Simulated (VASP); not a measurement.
## AgCl: single point with r2SCAN

AgCl, a slab with vacuum:

```
Cl Ag
1.0
     2.72387    2.72387    0.00000
    -2.72387    2.72387    0.00000
     0.00000    0.00000   26.61937
Cl Ag
6 6
Direct
  0.49870 0.49799 0.24147
  0.49913 0.49961 0.44814
  0.50314 0.49938 0.65214
  0.99926 0.99939 0.34856
  0.00313 0.00028 0.55256
  0.00356 0.99009 0.75923
  0.99858 0.99778 0.24849
  0.99883 0.99957 0.45082
  0.00316 0.99959 0.65647
  0.49924 0.49941 0.34425
  0.50342 0.50040 0.54987
  0.50368 0.48847 0.75219
```

| Quantity | Value |
| --- | --- |
| Program | VASP 6.6.1 |
| Task | single point |
| Functional | r2SCAN |
| Potentials or basis | VASP PAW PBE potentials, release 64 (Cl, Ag) |
| Cutoff | 520 eV |
| k mesh | 4 × 4 × 1 |
| Occupations | fermi-dirac, width 0.05 eV |
| Spin | no spin polarisation |
| Dipole correction | no |
| Further INCAR settings | ALGO = Normal; EDIFF = 1e-06; NBANDS = 66 |

```json
{
 "Largest force": "0.170 eV/Å",
 "Band gap on the k mesh": "1.51 eV (least direct gap 2.75 eV)"
}
```

Forces in eV/Å, atoms in the order of the input:
```
Cl   0.000  0.000 -0.170
Cl   0.000  0.000 -0.027
Cl  -0.001  0.001 -0.036
Cl   0.000  0.000  0.037
Cl   0.001  0.000  0.027
Cl   0.004 -0.004  0.168
Ag   0.000  0.000 -0.135
Ag   0.000  0.001  0.004
Ag   0.000  0.001 -0.001
Ag   0.000  0.000 -0.002
Ag   0.000  0.000 -0.002
Ag  -0.003  0.002  0.136
```

Levels at points of the mesh, in eV from the valence-band top:
```tsv
k point	band 52	band 53	band 54	band 55	band 56	band 57
(0.00, 0.00, 0.00)	-1.59	-1.41	-1.24	1.51	1.88	2.66
(0.50, 0.00, 0.00)	-0.09	0.00	0.00	4.69	4.70	5.06
(0.00, 0.50, 0.00)	-0.09	0.00	0.00	4.69	4.71	5.05
(0.50, 0.50, 0.00)	-1.62	-1.33	-1.33	2.83	2.83	3.36
```

Run time: 11 min on 1 thread of AMD EPYC 9R45 96-Core Processor (Zen 5), with other jobs on the host, peak memory 0.54 GiB.

Caveat: the PAW data sets were made with another functional, which shifts forces and pressure a little.
